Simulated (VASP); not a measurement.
The system is Ge.

```
Ge
1.0
     2.71047    0.00000    0.00000
     0.00000    2.71047    0.00000
     0.00000    0.00000    2.71047
Ge
1
Direct
  0.00000 0.00000 0.00000
```

This isn't the form of Ge at room conditions, which is diamond.

- Program: VASP 6.6.1
- Task: relaxation of cell and atoms
- Functional: HF
- Potentials or basis: VASP PAW PBE potentials, release 64 (Ge_d)
- Cutoff: 600 eV
- k mesh: 5 × 5 × 5
- Occupations: fermi-dirac, width 0.05 eV
- Spin: no spin polarisation

At the start: pressure 4.4 GPa; volume 19.91 Å³/atom.

**Question.** Where does the relaxation end?

**Answer.** Over 7 steps the energy falls by 11.8 meV/atom and the volume is 20.92 Å³/atom (+5.0 %); space group Pm-3m (No. 221, to 0.1 Å) before and after.

Step by step:
| step | energy change (eV) | largest force (eV/Å) | pressure (GPa) | volume (Å³) |
| --- | --- | --- | --- | --- |
| 1 | 0.0000 | 0.0000 | 4.44 | 19.91 |
| 2 | -0.0077 | 0.0000 | -2.19 | 21.55 |
| 3 | -0.0118 | 0.0000 | 0.24 | 20.88 |
| 4 | -0.0118 | 0.0000 | -0.26 | 20.94 |
| 5 | -0.0118 | 0.0000 | 0.14 | 20.91 |
| 6 | -0.0118 | 0.0000 | 0.25 | 20.91 |
| 7 | -0.0118 | 0.0000 | 0.00 | 20.92 |

Final structure:
```cif
data_structure
_symmetry_space_group_name_H-M 'P 1'
_symmetry_Int_Tables_number 1
_cell_length_a 2.7552
_cell_length_b 2.7552
_cell_length_c 2.7552
_cell_angle_alpha 90.000
_cell_angle_beta 90.000
_cell_angle_gamma 90.000
_cell_volume 20.92
loop_
_atom_site_label
_atom_site_type_symbol
_atom_site_fract_x
_atom_site_fract_y
_atom_site_fract_z
_atom_site_occupancy
Ge1 Ge 0.00000 0.00000 0.00000 1
```

Caveat: the k points lie up to 0.46 Å⁻¹ apart in the final cell, too coarse for converged energies and pressures of a metal; the PAW data sets were made with another functional, which shifts forces and pressure a little.
